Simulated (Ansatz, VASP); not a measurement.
## Two plane-wave programs on HfN

```
Hf N
1.0
     0.00000    2.23447    2.23447
     2.23447    0.00000    2.23447
     2.23447    2.23447    0.00000
Hf N
1 1
Direct
  0.00000 0.00000 0.00000
  0.50000 0.50000 0.50000
```

Alike in both runs: functional LDA; k mesh 16 × 16 × 16; occupations fermi-dirac, width 0.15 eV; no spin polarisation.

Ansatz relaxed the structure, and its values are those at the end. VASP's run is a single point on that final structure, the one shown.

|  | VASP | Ansatz |
| --- | --- | --- |
| version | VASP 6.6.1 | Ansatz 0.2.0 |
| potentials or method | VASP PAW LDA potentials, release 64 (Hf_pv, N), cutoff 520 eV | scalar-relativistic, plane waves, PAW |
| valence electrons in the cell | 15 | 31 |

|  | VASP | Ansatz | Ansatz less VASP |
| --- | --- | --- | --- |
| gap on the k mesh at the Fermi level (eV) | none | none | - |
| pressure (GPa) | -1.3 | 0.0 | +1.25 |

Ansatz warns that its potentials were made for another functional, while VASP's fit it. LDA's correlation is that of Perdew and Zunger in VASP and of Perdew and Wang (1992) in Ansatz. A gap of «none» marks a metal or a gap that the smearing closes. VASP's potentials hold 15 valence electrons a cell and Ansatz's 31, so a difference there can come from the potentials and not from the codes.

Spin-orbit coupling is off throughout.
